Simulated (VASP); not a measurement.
The system is TiSn2Te3.

```xyz
6
Lattice="7.0810 0.0000 0.0000 -3.5405 6.1324 0.0000 0.0000 0.0000 3.7060" Properties=species:S:1:pos:R:3 pbc="T T T"
Ti    0.0000    0.0000    0.0000
Sn    0.0000    4.0882    0.0000
Sn    3.5405    2.0441    0.0000
Te    3.5405    0.0000    1.8530
Te    1.7703    3.0662    1.8530
Te   -1.7703    3.0662    1.8530
```

* Program: VASP 6.6.1
* Task: relaxation of cell and atoms
* Functional: PBE
* Potentials or basis: VASP PAW PBE potentials, release 64 (Ti_sv, Sn_d, Te)
* Cutoff: 600 eV
* k mesh: 3 × 3 × 6
* Occupations: gaussian, width 0.1 eV
* Spin: no spin polarisation

At the start: pressure 18.7 GPa; volume 26.82 Å³/atom.

Q: How do energy, volume and symmetry change on relaxing?

A: Over 9 steps the energy falls by 391.7 meV/atom and the volume is 36.10 Å³/atom (+34.6 %); space group P6/mmm (No. 191, to 0.05 Å).

Step by step:
```
step  energy change (eV)  largest force (eV/Å)  pressure (GPa)  volume (Å³)
   1              0.0000                0.0000           18.70       160.93
   2             -1.9057                0.0000           -3.23       245.24
   3             -2.2984                0.0000            0.40       210.94
   4             -2.2997                0.0000            0.06       213.10
   5             -2.3233                0.0000           -0.12       214.18
   6             -2.3455                0.0000           -0.09       215.69
   7             -2.3258                0.0000           -0.02       218.46
   8             -2.3500                0.0000           -0.11       216.51
   9             -2.3500                0.0000           -0.11       216.59
```

Final structure:
```
Ti Sn Te
1.0
     7.89085    0.00000    0.00000
    -3.94542    6.83367    0.00000
     0.00000    0.00000    4.01666
Ti Sn Te
1 2 3
Cartesian
  -3.9454 6.8337 0.0000
  0.0000 4.5558 0.0000
  3.9454 2.2779 0.0000
  0.0000 6.8337 2.0083
  1.9727 3.4168 2.0083
  -1.9727 3.4168 2.0083
```

Caveat: the volume moved by over 15 % at a fixed basis, so the end points are rough.
